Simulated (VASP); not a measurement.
Set up this calculation in VASP 6.6.1, as the native input.

```yaml
Task: single point
Functional: PBE
Potentials_or_basis: VASP PAW PBE potentials, release 64 (Na_pv, Nb_sv)
Cutoff: 520 eV
k_mesh: 4 × 4 × 4
Occupations: gaussian, width 0.1 eV
Spin: no spin polarisation
Dipole_correction: no
Further_INCAR_settings: ALGO = Normal; EDIFF = 1e-06; NBANDS = 25
```

The structure of Na3Nb lies in POSCAR:

```
Na3Nb
1.0
    4.2402376978      0.0000000000      0.0000000000
    0.0000000000      4.2402376978      0.0000000000
    0.0000000000      0.0000000000      4.2402376978
Na Nb
3 1
Direct
    0.0000000000      0.5000000000      0.5000000000
    0.5000000000      0.0000000000      0.5000000000
    0.5000000000      0.5000000000      0.0000000000
    0.0000000000      0.0000000000      0.0000000000
```

The input as run:

INCAR

```
PREC = Accurate
ENCUT = 520
EDIFF = 1E-6
ISMEAR = 0
SIGMA = 0.1
LREAL = False
LASPH = True
NELM = 60
ALGO = Normal
ISIF = 2
LWAVE = False
LCHARG = False
GGA = PE
NBANDS = 25
```

KPOINTS

```
regular mesh
0
Gamma
  4 4 4
```

Potentials or basis: VASP PAW PBE potentials, release 64 (Na_pv, Nb_sv).

Run with:

```console
$ cat potpaw_PBE.64/Na_pv/POTCAR potpaw_PBE.64/Nb_sv/POTCAR > POTCAR
$ mpirun -np 1 vasp_std > vasp.out
```

Results of the run:

```json
{
 "Pressure": "13.8 GPa",
 "Band gap on the k mesh": "zero (band 17 reaches 5.66 eV, above the bottom of band 18 at 4.39 eV)"
}
```

Caveat: the k points lie up to 0.37 Å⁻¹ apart.

Run time: 5.7 s on 1 thread of Intel(R) Xeon(R) 6975P-C (Granite Rapids) (shared host), peak memory 0.16 GiB.
